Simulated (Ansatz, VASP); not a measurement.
**Two plane-wave programs on HPt16**

The input INCAR:

```
PREC = Accurate ; ENCUT = 400
EDIFF = 1E-6 ; ISMEAR = 0
SIGMA = 0.1 ; LREAL = False
LASPH = True ; NELM = 120
ALGO = Normal ; ISIF = 2
LWAVE = False ; LCHARG = False
GGA = PE ; NBANDS = 94
GGA_COMPAT = False ; NELMDL = -8
```

File KPOINTS:

```
regular mesh
0
Gamma
  6 6 1
```

POSCAR

```
HPt16
1.0
    5.5493740200      0.0000000000      0.0000000000
    2.7746870100      4.8058988800      0.0000000000
    0.0000000000      0.0000000000     19.7965673700
Pt H
16 1
Direct
    0.0000000000      0.0000000000      0.3283397510
    0.5000000000      0.0000000000      0.3283397510
    0.0000000000      0.5000000000      0.3283397510
    0.5000000000      0.5000000000      0.3283397510
    0.1666666667      0.1666666667      0.4427799170
    0.6666666667      0.1666666667      0.4427799170
    0.1666666667      0.6666666667      0.4427799170
    0.6666666667      0.6666666667      0.4427799170
    0.8333333333      0.3333333333      0.5572200830
    0.3333333333      0.3333333333      0.5572200830
    0.8333333333      0.8333333333      0.5572200830
    0.3333333333      0.8333333333      0.5572200830
    0.0000000000      0.0000000000      0.6716602490
    0.5000000000      0.0000000000      0.6716602490
    0.0000000000      0.5000000000      0.6716602490
    0.5000000000      0.5000000000      0.6716602490
    0.1666666667      0.1666666667      0.7853163167
```

Input for Ansatz:

```yaml
crystal:
  lattice:
    - [5.54937402, 0.0, 0.0]
    - [2.77468701, 4.80589888, 0.0]
    - [0.0, 0.0, 19.79656737]
  atoms:
    - { symbol: Pt, position: [0.0, 0.0, 0.328339751] }
    - { symbol: Pt, position: [0.5, 0.0, 0.328339751] }
    - { symbol: Pt, position: [0.0, 0.5, 0.328339751] }
    - { symbol: Pt, position: [0.5, 0.5, 0.328339751] }
    - { symbol: Pt, position: [0.1666666667, 0.1666666667, 0.442779917] }
    - { symbol: Pt, position: [0.6666666667, 0.1666666667, 0.442779917] }
    - { symbol: Pt, position: [0.1666666667, 0.6666666667, 0.442779917] }
    - { symbol: Pt, position: [0.6666666667, 0.6666666667, 0.442779917] }
    - { symbol: Pt, position: [0.8333333333, 0.3333333333, 0.557220083] }
    - { symbol: Pt, position: [0.3333333333, 0.3333333333, 0.557220083] }
    - { symbol: Pt, position: [0.8333333333, 0.8333333333, 0.557220083] }
    - { symbol: Pt, position: [0.3333333333, 0.8333333333, 0.557220083] }
    - { symbol: Pt, position: [0.0, 0.0, 0.671660249] }
    - { symbol: Pt, position: [0.5, 0.0, 0.671660249] }
    - { symbol: Pt, position: [0.0, 0.5, 0.671660249] }
    - { symbol: Pt, position: [0.5, 0.5, 0.671660249] }
    - { symbol: H, position: [0.1666666667, 0.1666666667, 0.7853163167] }
scf:
  occupations: { method: gaussian, width: 0.1 }
output:
  forces: true
  stress: false
hamiltonian:
  xc: pbe
kpoints:
  mp_grid: { grid: [6, 6, 1] }
```

Alike in both runs: task single point; functional PBE; k mesh 6 × 6 × 1; occupations gaussian, width 0.1 eV; no spin polarisation.

```csv
,VASP,Ansatz
version,VASP 6.6.1,Ansatz 0.2.0
potentials or method,"VASP PAW PBE potentials, release 64 (Pt, H)","scalar-relativistic, plane waves, PAW"
plane-wave cutoff (eV),400,420
valence electrons in the cell,161,289
```

|  | VASP | Ansatz | Ansatz less VASP |
| --- | --- | --- | --- |
| rms of the force components (eV/Å) | 0.382 | 0.387 | +0.0058 |

Atom by atom the forces differ by 0.008 eV/Å (rms over components). VASP's potentials hold 161 valence electrons a cell and Ansatz's 289, so a difference there can come from the potentials and not from the codes.

Spin-orbit coupling is off throughout.
